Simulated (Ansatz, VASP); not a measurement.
**One calculation of AlN, two programs**

File INCAR:

```
PREC     = Accurate       # precision mode
ENCUT    = 600            # plane-wave cutoff, eV
EDIFF    = 1E-7           # SCF threshold, eV
ISMEAR   = 0              # smearing method
SIGMA    = 0.02           # smearing width, eV
LREAL    = F              # projectors in reciprocal space
LASPH    = T              # aspherical terms in the spheres
NELM     = 100            # most SCF steps
ALGO     = Normal         # electronic algorithm
ISIF     = 3              # what is computed and relaxed
LWAVE    = F              # write WAVECAR
LCHARG   = F              # write CHGCAR
GGA      = PE             # functional
IBRION   = 2              # ionic algorithm
NSW      = 100            # ionic steps
EDIFFG   = -0.01          # ionic threshold
```

KPOINTS

```
regular mesh
0
Gamma
  8 8 8
```

Contents of POSCAR:

```
AlN
1.0
   -3.2897664819      3.2897664819      2.0542098614
    3.2897664819     -3.2897664819      2.0542098614
    3.2897664819      3.2897664819     -2.0542098614
Al N
4 4
Direct
    0.3528855332      0.8528855332      0.2057710664
    0.6471144668      0.1471144668      0.7942289336
    0.8528855332      0.6471144668      0.5000000000
    0.1471144668      0.3528855332      0.5000000000
    0.3495649139      0.1504350861      0.5000000000
    0.6504350861      0.8495649139      0.5000000000
    0.8495649139      0.3495649139      0.1991298278
    0.1504350861      0.6504350861      0.8008701722
```

Input for Ansatz:

```yaml
crystal:
  lattice:
    - [-3.2897664819, 3.2897664819, 2.0542098614]
    - [3.2897664819, -3.2897664819, 2.0542098614]
    - [3.2897664819, 3.2897664819, -2.0542098614]
  atoms:
    - { symbol: Al, position: [0.3528855332, 0.8528855332, 0.2057710664] }
    - { symbol: Al, position: [0.6471144668, 0.1471144668, 0.7942289336] }
    - { symbol: Al, position: [0.8528855332, 0.6471144668, 0.5] }
    - { symbol: Al, position: [0.1471144668, 0.3528855332, 0.5] }
    - { symbol: "N", position: [0.3495649139, 0.1504350861, 0.5] }
    - { symbol: "N", position: [0.6504350861, 0.8495649139, 0.5] }
    - { symbol: "N", position: [0.8495649139, 0.3495649139, 0.1991298278] }
    - { symbol: "N", position: [0.1504350861, 0.6504350861, 0.8008701722] }
basis:
  ecutwfc: 420
kpoints:
  mp_grid: { grid: [8, 8, 8] }
hamiltonian:
  xc: pbe
scf:
  occupations: { method: gaussian, width: 0.02 }
output:
  forces: true
  stress: true
  eigenvalues: true
relax:
  adjacent_minimum: "off"
  f_tol: 0.01
  max_steps: 80
  cell: { stress_tol: 0.05 }
```

Alike in both runs: task relaxation of cell and atoms; functional PBE; k mesh 8 × 8 × 8; occupations gaussian, width 0.02 eV; no spin polarisation.

|  | VASP | Ansatz |
| --- | --- | --- |
| version | VASP 6.6.1 | Ansatz 0.2.0 |
| potentials or method | VASP PAW PBE potentials, release 64 (Al, N), cutoff 600 eV | scalar-relativistic, plane waves, PAW |
| valence electrons in the cell | 32 | 32 |

|  | VASP | Ansatz | Ansatz less VASP |
| --- | --- | --- | --- |
| gap on the k mesh at the Fermi level, each at its own relaxed structure (eV) | 2.22 | 2.21 | -0.007 |
| relaxed volume (Å³/atom) | 11.10 | 11.12 | +0.022 |
| relaxed cell length with the largest relative difference (Å) | 5.082 | 5.086 | +0.0039 |
